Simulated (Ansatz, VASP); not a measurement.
**One calculation of TiAl30, two programs**

```
Al Ti
1.0
     8.10000    0.00000    0.00000
     0.00000    8.10000    0.00000
     0.00000    0.00000    8.10000
Al Ti
30 1
Direct
  0.50000 0.00065 0.00065
  0.74982 0.24965 0.00037
  0.74982 0.00037 0.24965
  0.00000 0.99842 0.99842
  0.25018 0.24965 0.00037
  0.50000 0.49916 0.00162
  0.75032 0.74947 0.00147
  0.25018 0.00037 0.24965
  0.50000 0.25037 0.25037
  0.75428 0.49772 0.25476
  0.50000 0.00162 0.49916
  0.75428 0.25476 0.49772
  0.75032 0.00147 0.74947
  0.00000 0.49736 0.00165
  0.24968 0.74947 0.00147
  0.24572 0.49772 0.25476
  0.50000 0.74819 0.25019
  0.00000 0.00165 0.49736
  0.24572 0.25476 0.49772
  0.50000 0.50085 0.50085
  0.75168 0.74823 0.50231
  0.24968 0.00147 0.74947
  0.50000 0.25019 0.74819
  0.75168 0.50231 0.74823
  0.00000 0.74254 0.25553
  0.24832 0.74823 0.50231
  0.00000 0.25553 0.74254
  0.24832 0.50231 0.74823
  0.50000 0.75249 0.75249
  0.00000 0.74702 0.74702
  0.00000 0.24599 0.24599
```

Alike in both runs: functional PBE; k mesh 3 × 3 × 3; occupations fermi-dirac, width 0.15 eV; no spin polarisation.

Ansatz relaxed the structure, and its values are those at the end. VASP's run is a single point on that final structure, the one shown.

```csv
,VASP,Ansatz
version,VASP 6.6.1,Ansatz 0.2.0
potentials or method,"VASP PAW PBE potentials, release 64 (Al, Ti_sv), cutoff 520 eV","scalar-relativistic, plane waves, PAW"
valence electrons in the cell,102,102
```

```csv
,VASP,Ansatz,Ansatz less VASP
rms of the force components (eV/Å),0.004,0.002,-0.0016
```
